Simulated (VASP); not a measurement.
# SiO2 (fluorite type) (Fm-3m) in VASP: a series of runs

SiO2 (fluorite type) is run at these levels: PBE; tasks: single point, relaxation of cell and atoms.

Everything below comes from runs of VASP 6.6.1. Logs are shortened: lines on timing, memory, paths and dates and some standing lists are left out, and cuts for length are marked.

### 1 The cell of the first run

Symmetry: Fm-3m, No. 225, cubic system. The conventional cell has a = 4.581 Å, b = 4.581 Å, c = 4.581 Å, α = 90.00°, β = 90.00°, γ = 90.00°. Si (site symmetry m-3m) has 8 O at 1.98 Å within 2.6 Å. O (site symmetry -43m) has 4 Si at 1.98 Å and 6 O at 2.29 Å within 2.6 Å.

### 2 Single point, PBE

Contents of INCAR:

```
ALGO = Normal
EDIFF = 1E-7
ENCUT = 520
GGA = PE
ISIF = 2
ISMEAR = -1
LASPH = True
LCHARG = True
LELF = True
LREAL = False
LVHAR = True
LWAVE = False
NBANDS = 15
NELM = 60
PREC = Accurate
SIGMA = 0.05
```

Contents of KPOINTS:

```
k-points
0
Gamma
  12 12 12
```

Contents of POSCAR:

```
SiO2
1.0
    0.0000000000      2.2903572461      2.2903572461
    2.2903572461      0.0000000000      2.2903572461
    2.2903572461      2.2903572461      0.0000000000
Si O
1 2
Direct
    0.0000000000      0.0000000000      0.0000000000
    0.2500000000      0.2500000000      0.2500000000
    0.7500000000      0.7500000000      0.7500000000
```

Potentials or basis: VASP PAW PBE potentials, release 64 (Si, O).

Started as:

```
$ cat potpaw_PBE.64/Si/POTCAR potpaw_PBE.64/O/POTCAR > POTCAR
$ mpirun -np 1 vasp_std > vasp.out
```

OUTCAR:

```text
EDIFF = 1E-7
   ENCUT = 520
   GGA = PE
   ISIF = 2
   ISMEAR = -1
   LASPH = True
   LREAL = False
   NELM = 60
   PREC = Accurate

 ion  position               nearest neighbor table
   1  0.000  0.000  0.000-   3 1.98   3 1.98   3 1.98   2 1.98   3 1.98   2 1.98   2 1.98   2 1.98

   2  0.250  0.250  0.250-   1 1.98   1 1.98   1 1.98   1 1.98
   3  0.750  0.750  0.750-   1 1.98   1 1.98   1 1.98   1 1.98

  LATTYP: Found a face centered cubic cell.
 ALAT       =     4.5807144922

  Lattice vectors:

 A1 = (   0.0000000000,   2.2903572461,   2.2903572461)
 A2 = (   2.2903572461,   0.0000000000,   2.2903572461)
 A3 = (   2.2903572461,   2.2903572461,   0.0000000000)

Analysis of symmetry for initial positions (statically):
=====================================================================
 Subroutine PRICEL returns:
 Original cell was already a primitive cell.

 Routine SETGRP: Setting up the symmetry group for a
 face centered cubic supercell.

 Subroutine GETGRP returns: Found 48 space group operations
 (whereof 48 operations were pure point group operations)
 out of a pool of 48 trial point group operations.

The static configuration has the point symmetry O_h .

Analysis of symmetry for dynamics (positions and initial velocities):
=====================================================================
 Subroutine PRICEL returns:
 Original cell was already a primitive cell.

 Routine SETGRP: Setting up the symmetry group for a
 face centered cubic supercell.

 Subroutine GETGRP returns: Found 48 space group operations
 (whereof 48 operations were pure point group operations)
 out of a pool of 48 trial point group operations.

The dynamic configuration has the point symmetry O_h .

 Subroutine INISYM returns: Found 48 space group operations
 (whereof 48 operations are pure point group operations),
 and found     1 'primitive' translations

----------------------------------------------------------------------------------------

                                     Primitive cell

  volume of cell :      24.0292

  direct lattice vectors                    reciprocal lattice vectors
     0.000000000  2.290357246  2.290357246    -0.218306555  0.218306555  0.218306555
     2.290357246  0.000000000  2.290357246     0.218306555 -0.218306555  0.218306555
     2.290357246  2.290357246  0.000000000     0.218306555  0.218306555 -0.218306555

  length of vectors
     3.239054280  3.239054280  3.239054280     0.378118045  0.378118045  0.378118045

  position of ions in fractional coordinates (direct lattice)
     0.000000000  0.000000000  0.000000000
     0.250000000  0.250000000  0.250000000
     0.750000000  0.750000000  0.750000000

  ion indices of the primitive-cell ions
   primitive index   ion index
                 1           1
                 2           2
                 3           3

----------------------------------------------------------------------------------------

 KPOINTS: k-points

Automatic generation of k-mesh.
 Grid dimensions read from file:
 generate k-points for:   12   12   12

 Generating k-lattice:

  Cartesian coordinates                     Fractional coordinates (reciprocal lattice)
    -0.018192213  0.018192213  0.018192213     0.083333333  0.000000000  0.000000000
     0.018192213 -0.018192213  0.018192213     0.000000000  0.083333333  0.000000000
     0.018192213  0.018192213 -0.018192213     0.000000000  0.000000000  0.083333333

  Length of vectors
     0.031509837  0.031509837  0.031509837

  Shift w.r.t. Gamma in fractional coordinates (k-lattice)
     0.000000000  0.000000000  0.000000000

 Subroutine IBZKPT returns following result:
 ===========================================

 Found     72 irreducible k-points:

 Following reciprocal coordinates:
            Coordinates               Weight
  0.000000  0.000000  0.000000      1.000000
  0.083333  0.000000  0.000000      8.000000
  0.166667  0.000000  0.000000      8.000000
  0.250000  0.000000  0.000000      8.000000
  0.333333  0.000000  0.000000      8.000000
  0.416667  0.000000  0.000000      8.000000
[... 16 lines left out ...]
  0.500000  0.166667  0.000000     24.000000
 -0.416667  0.166667  0.000000     24.000000
 [... further k-points ...]
   k-points           NKPTS =     72   k-points in BZ     NKDIM =     72   number of bands    NBANDS=     15
   number of dos      NEDOS =    301   number of ions     NIONS =      3
   total plane-waves  NPLWV =  13824
   dimension x,y,z NGX =    24 NGY =   24 NGZ =   24
   dimension x,y,z NGXF=    48 NGYF=   48 NGZF=   48
   ions per type =               1   2
   NGX,Y,Z   is equivalent  to a cutoff of  12.32, 12.32, 12.32 a.u.
   NGXF,Y,Z  is equivalent  to a cutoff of  24.64, 24.64, 24.64 a.u.
 SYSTEM =  unknown system
   PREC   = accura    normal or accurate (medium, high low for compatibility)
   ISTART =      0    job   : 0-new  1-cont  2-samecut
   ICHARG =      2    charge: 1-file 2-atom 10-const
   ISPIN  =      1    spin polarized calculation?
   LNONCOLLINEAR =      F non collinear calculations
   LSORBIT =      F    spin-orbit coupling
   LASPH  =      T    aspherical Exc in radial PAW
   ENCUT  =  520.0 eV  38.22 Ry    6.18 a.u.   6.02  6.02  6.02*2*pi/ulx,y,z
   NELM   =     60;   NELMIN=  2; NELMDL= -5     # of ELM steps
   EDIFF  = 0.1E-06   stopping-criterion for ELM
   LREAL  =      F    real-space projection
   EDIFFG = 0.1E-05   stopping-criterion for IOM
   NSW    =      0    number of steps for IOM
   IBRION =     -1    ionic relax: 0-MD 1-quasi-New 2-CG
   NFREE  =      0    steps in history (QN), initial steepest desc. (CG)
   ISIF   =      2    stress and relaxation
   ISYM   =      2    0-nonsym 1-usesym 2-fastsym
   POTIM  = 0.5000    time-step for ionic-motion
   TEBEG  =    0.0;   TEEND  =   0.0 temperature during run
   PSTRESS=    0.0 pullay stress
   NELECT =      16.0000    total number of electrons
   NUPDOWN=      -1.0000    fix difference up-down
   EMIN   =  10.00;   EMAX   =-10.00  energy-range for DOS
   EFERMI =   0.00;   METHOD = LEGACY
   ISMEAR =    -1;   SIGMA  =   0.05  broadening in eV -4-tet -1-fermi 0-gaus
   EFERMI_NEDOS =   21; number of points for ismear=-14 and -15
   IALGO  =     38    algorithm
   IMIX   =      4    mixing-type and parameters
     AMIX     =   0.40;   BMIX     =  1.00
     AMIX_MAG =   1.60;   BMIX_MAG =  1.00
  volume/ion in A,a.u.               =       8.01        54.05
  Fermi-wavevector in a.u.,A,eV,Ry     =   1.429557  2.701472 27.805334  2.043634
  Thomas-Fermi vector in A             =   2.549498
   LORBIT       =      0    0 simple, 1 ext, 2 COOP (PROOUT), +10 PAW based schemes
   GGA     = PE    functional components
   LHFCALC =     F    Hartree Fock is set to
   AEXX    =    0.0000 exact exchange contribution
   IVDW    =     0    specifies the selected vdW correction
   LEPSILON=     F    determine dielectric tensor
   LRPA    =     F    only Hartree local field effects (RPA)
 non-spin polarized calculation
  energy-cutoff  :      520.00
  volume of cell :       24.03
 maximum number of plane-waves:       661
   NGX = 13   NGY = 13   NGZ = 13

 number of electron      16.0000011 magnetization

 Free energy of the ion-electron system (eV)
  ---------------------------------------------------
  ext. energy  EPLUGINS =         0.00000000
  ---------------------------------------------------
  free energy    TOTEN  =       -19.92953155 eV

  energy without entropy =      -19.92953155  energy(sigma->0) =      -19.92953155

 E-fermi :  10.0286     XC(G=0): -12.2406

 val. band max:        9.1149052479   @ k =   0.5000   0.5000   0.0000
 cond. band min:      10.8732519181   @ k =   0.0000   0.0000   0.0000
 fundamental gap:      1.7583466703
 Fermi energy:        10.0286337065

 k-point     1 :       0.0000    0.0000    0.0000
  band No.  band energies     occupation
      1     -13.4453      2.00000
      2      -6.9250      2.00000
      3       3.5340      2.00000
      4       3.5340      2.00000
      5       3.5340      2.00000
      6       6.9202      2.00000
      7       6.9202      2.00000
      8       6.9202      2.00000
      9      10.8733      0.00000
     10      14.9809      0.00000
     11      14.9809      0.00000
     12      14.9809      0.00000
     13      21.5200      0.00000
     14      21.5200      0.00000
     15      23.7238      0.00000

 k-point     2 :       0.0833    0.0000    0.0000
  band No.  band energies     occupation
      1     -13.3486      2.00000
      2      -7.0462      2.00000
      3       3.4486      2.00000
      4       3.5378      2.00000
      5       3.5378      2.00000
      6       6.5055      2.00000
      7       6.7977      2.00000
      8       6.7977      2.00000
      9      11.4060      0.00000
     10      15.0367      0.00000
     11      15.1593      0.00000
     12      15.1593      0.00000
     13      21.7044      0.00000
     14      21.7044      0.00000
     15      24.1016      0.00000

 k-point     3 :       0.1667    0.0000    0.0000
  band No.  band energies     occupation
      1     -13.0629      2.00000
      2      -7.4020      2.00000
      3       3.1966      2.00000
      4       3.5589      2.00000
      5       3.5589      2.00000
      6       5.7214      2.00000
      7       6.4616      2.00000
      8       6.4616      2.00000
      9      12.4810      0.00000
     10      15.3331      0.00000
     11      15.6835      0.00000
     12      15.6835      0.00000
     13      22.1735      0.00000
     14      22.1735      0.00000
     15      24.9829      0.00000

 k-point     4 :       0.2500    0.0000    0.0000
  band No.  band energies     occupation
      1     -12.5994      2.00000
      2      -7.9653      2.00000
      3       2.8202      2.00000
      4       3.6204      2.00000
      5       3.6204      2.00000
      6       5.0237      2.00000
      7       5.9905      2.00000
      8       5.9905      2.00000
      9      13.4669      0.00000
     10      16.0993      0.00000
     11      16.5062      0.00000
     12      16.5062      0.00000
     13      22.7059      0.00000
     14      22.7059      0.00000
     15      25.6810      0.00000
[... 307 lines left out ...]
 k-point    22 :       0.4167    0.1667    0.0000
  band No.  band energies     occupation
      1     -11.5021      2.00000
      2      -8.9431      2.00000
      3       0.9507      2.00000
      4       2.4738      2.00000
      5       2.5032      2.00000
      6       5.9519      2.00000
      7       6.5740      2.00000
      8       6.7165      2.00000
      9      13.6059      0.00000
     10      16.7399      0.00000
     11      18.9113      0.00000
     12      19.0815      0.00000
     13      21.7473      0.00000
     14      23.4420      0.00000
     15      27.7184      0.00000

 k-point    23 :       0.5000    0.1667    0.0000
  band No.  band energies     occupation
      1     -10.7863      2.00000
      2      -9.6903      2.00000
      3       0.5390      2.00000
      4       2.4454      2.00000
      5       2.7193      2.00000
      6       5.5304      2.00000
      7       6.2888      2.00000
      8       6.8586      2.00000
      9      14.2072      0.00000
     10      17.8156      0.00000
     11      19.3915      0.00000
     12      19.3970      0.00000
     13      21.1379      0.00000
     14      23.4362      0.00000
     15      27.9323      0.00000

 k-point    24 :      -0.4167    0.1667    0.0000
  band No.  band energies     occupation
      1     -10.4900      2.00000
      2     -10.0103      2.00000
      3       0.4230      2.00000
      4       2.5914      2.00000
      5       3.0966      2.00000
      6       5.0568      2.00000
      7       5.8394      2.00000
      8       7.2101      2.00000
      9      14.4992      0.00000
     10      18.6763      0.00000
     11      18.8944      0.00000
     12      19.1234      0.00000
     13      20.7888      0.00000
     14      23.5648      0.00000
     15      28.0698      0.00000

 [... further k-points ...]
[... 5 lines left out ...]
  --------------------------------------------------------------------------------------
  -------------------------------------------------------------------------------------
  Total        0.0567175      0.0567175      0.0567175      0.0000000      0.0000000     -0.0000000
  in kB        3.7817097      3.7817097      3.7817097      0.0000000      0.0000000     -0.0000000
  external PRESSURE =       3.7817097 kB  Pullay stress =       0.0000000 kB

 VOLUME and BASIS-vectors are now :
 -----------------------------------------------------------------------------
  energy-cutoff  :      520.00
  volume of cell :       24.03
      direct lattice vectors                 reciprocal lattice vectors
     0.000000000  2.290357246  2.290357246    -0.218306555  0.218306555  0.218306555
     2.290357246  0.000000000  2.290357246     0.218306555 -0.218306555  0.218306555
     2.290357246  2.290357246  0.000000000     0.218306555  0.218306555 -0.218306555

 POSITION                                       TOTAL-FORCE (eV/Angst)
 -----------------------------------------------------------------------------------
      0.00000      0.00000      0.00000         0.000000     -0.000000      0.000000
      1.14518      1.14518      1.14518         0.000000      0.000000      0.000000
      3.43554      3.43554      3.43554        -0.000000     -0.000000     -0.000000
 -----------------------------------------------------------------------------------
    total drift:                                0.000000      0.000000      0.000000

  FREE ENERGIE OF THE ION-ELECTRON SYSTEM (eV)
  ---------------------------------------------------
  free  energy   TOTEN  =       -19.9295315464 eV

  energy  without entropy=      -19.9295315462  energy(sigma->0) =      -19.92953155
```

It took 8.1 s on 1 thread of Intel Xeon 6975P-C (Granite Rapids), shared host; peak memory 0.14 GiB.

Results:

| Quantity | Value |
| --- | --- |
| Free energy | -19.9295 eV |
| Pressure | 0.4 GPa |
| Band gap on the k mesh | 1.76 eV, indirect (least direct gap 2.01 eV) |

Levels at points of the mesh, in eV from the valence-band top:
```
           k point  band 5  band 6  band 7  band 8  band 9  band 10  band 11  band 12
(0.00, 0.00, 0.00)   -5.58   -2.19   -2.19   -2.19    1.76     5.87     5.87     5.87
(0.50, 0.00, 0.00)   -5.07   -4.97   -4.30   -4.30    5.70     9.61     9.81     9.81
(0.50, 0.50, 0.00)   -7.89   -0.95   -0.95    0.00    2.01     7.87    11.00    12.34
```

A k mesh can miss the band edges.

### 3 Relaxation of cell and atoms, PBE

This run uses another cell than the first one, of 11.12 Å³/atom, 1.389 times its volume.

Contents of INCAR:

```
SYSTEM = SiO2
PREC = Accurate
ENCUT = 600
EDIFF = 1E-6
ISMEAR = -1
SIGMA = 0.05
LREAL = .False.
LASPH = .True.
NELM = 60
ALGO = Normal
ISIF = 3
LWAVE = .False.
LCHARG = .False.
GGA = PE
IBRION = 2
NSW = 100
EDIFFG = -0.005
```

Contents of KPOINTS:

```
Automatic mesh
0
Gamma
  12 12 12
  0 0 0
```

Contents of POSCAR:

```
SiO2
1.0
    0.0000000000      2.5553258337      2.5553258337
    2.5553258337      0.0000000000      2.5553258337
    2.5553258337      2.5553258337      0.0000000000
Si O
1 2
Direct
    0.0000000000      0.0000000000      0.0000000000
    0.2500000000      0.2500000000      0.2500000000
    0.7500000000      0.7500000000      0.7500000000
```

Potentials or basis: VASP PAW PBE potentials, release 64 (Si, O).

Started as:

```
$ cat potpaw_PBE.64/Si/POTCAR potpaw_PBE.64/O/POTCAR > POTCAR
$ mpirun -np 1 vasp_std > vasp.out
```

Run time: 54 s. Hardware: 1 thread of Intel Xeon 6975P-C (Granite Rapids), shared host; peak memory 0.18 GiB.

Results (log left out):

```
Free energy                            : -19.9661 eV
Relaxed volume                         : 8.01 Å³/atom
Relaxed cell                           : a = 3.240 Å, b = 3.240 Å, c = 3.240 Å, α = 60.00°, β = 60.00°, γ = 60.00°
Space group after relaxing (to 0.05 Å) : Fm-3m (No. 225)
Energy gained by relaxing              : 545.2 meV/atom
Ionic steps                            : 6
Pressure after relaxing                : 0.0 GPa
Band gap on the k mesh                 : 1.76 eV, indirect (least direct gap 2.02 eV)
```

Step by step:
| step | energy change (eV) | largest force (eV/Å) | pressure (GPa) | volume (Å³) |
| --- | --- | --- | --- | --- |
| 1 | 0.0000 | 0.0000 | -40.88 | 33.37 |
| 2 | -1.3506 | 0.0000 | 39.11 | 21.45 |
| 3 | -1.6357 | 0.0000 | -0.43 | 24.08 |
| 4 | -1.6351 | 0.0000 | 1.43 | 23.91 |
| 5 | -1.6353 | 0.0000 | -1.17 | 24.15 |
| 6 | -1.6357 | 0.0000 | -0.03 | 24.04 |

Final structure:
```yaml
crystal:
  lattice:
    - [0.00000, 2.29070, 2.29070]
    - [2.29070, 0.00000, 2.29070]
    - [2.29070, 2.29070, 0.00000]
  atoms:
    - { symbol: Si, position: [0.00000, 0.00000, 0.00000] }
    - { symbol: O, position: [0.25000, 0.25000, 0.25000] }
    - { symbol: O, position: [0.75000, 0.75000, 0.75000] }
```

Levels at points of the mesh, in eV from the valence-band top:
```csv
k point,band 5,band 6,band 7,band 8,band 9,band 10,band 11,band 12
"(0.00, 0.00, 0.00)",-5.58,-2.19,-2.19,-2.19,1.76,5.87,5.87,5.87
"(0.50, 0.00, 0.00)",-5.07,-4.97,-4.30,-4.30,5.70,9.61,9.81,9.81
"(0.50, 0.50, 0.00)",-7.88,-0.94,-0.94,0.00,2.02,7.87,11.00,12.34
```

Caveat: the volume moved by over 15 % at a fixed basis, so the end points are rough. A k mesh can miss the band edges.
